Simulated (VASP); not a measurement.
A run of VASP 6.6.1 is set up as follows.

File INCAR:

```
SYSTEM = Na
  PREC = Accurate
  ENCUT = 500
  EDIFF = 1E-6
  ISMEAR = 1
  SIGMA = 0.15
  LREAL = .FALSE.
  LASPH = .TRUE.
  NELM = 120
  ALGO = Normal
  ISIF = 2
  LWAVE = .FALSE.
  LCHARG = .FALSE.
  GGA = PS
  NBANDS = 14
  GGA_COMPAT = .FALSE.
```

File KPOINTS:

```
Automatic mesh
0
G
  9 9 5
  0 0 0
```

POSCAR

```
Na
1.0
    3.7670000000      0.0000000000      0.0000000000
   -1.8835000000      3.2623176961      0.0000000000
    0.0000000000      0.0000000000      6.1540000000
Na
2
Direct
    0.3333330000      0.6666670000      0.2500000000
    0.6666670000      0.3333330000      0.7500000000
```

Potentials or basis: VASP PAW PBE potentials, release 64 (Na_pv).

Launch:

```sh
$ cat potpaw_PBE.64/Na_pv/POTCAR > POTCAR
$ mpirun -np 1 vasp_std > vasp.out
```

(1) What does it give for the pressure?

(2) Predict the band gap on the k mesh.

Results:

(1) -0.3 GPa.

(2) zero (band 7 reaches 2.13 eV, above the bottom of band 8 at -1.53 eV).

Caveat: the PAW data sets were made with another functional, which shifts forces and pressure a little.
